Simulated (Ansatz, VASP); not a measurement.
## Sc3Te2: VASP beside Ansatz

```xyz
5
Lattice="4.0712 0.0000 0.0000 0.0000 4.0712 0.0000 0.0000 0.0000 7.3675" Properties=species:S:1:pos:R:3 pbc="T T T"
Sc    2.0356    2.0356    6.1983
Sc    2.0356    2.0356    1.1692
Sc    2.0356    2.0356    3.6837
Te    0.0000    0.0000    0.0000
Te    0.0000    0.0000    3.6837
```

Alike in both runs: task relaxation of cell and atoms; functional PBE; k mesh 4 × 4 × 4; occupations gaussian, width 0.1 eV; no spin polarisation.

|  | VASP | Ansatz |
| --- | --- | --- |
| version | VASP 6.6.1 | Ansatz 0.2.0 |
| potentials or method | VASP PAW PBE potentials, release 64 (Sc_sv, Te), cutoff 600 eV | scalar-relativistic, plane waves, PAW |
| valence electrons in the cell | 45 | 65 |

Ansatz gave:

- gap on the k mesh at the Fermi level, each at its own relaxed structure (eV): none
- relaxed volume (Å³/atom): 27.51
- relaxed cell length with the largest relative difference (Å): 8.951

Problem. What did VASP give for the same quantities?

Solution. gap on the k mesh at the Fermi level, each at its own relaxed structure (eV): none; relaxed volume (Å³/atom): 27.68; relaxed cell length with the largest relative difference (Å): 8.999.

A gap of «none» marks a metal or a gap that the smearing closes. VASP's potentials hold 45 valence electrons a cell and Ansatz's 65, so a difference there can come from the potentials and not from the codes.

The k mesh is coarse, so the values compare programs but aren't converged. Neither program's run includes spin-orbit coupling.
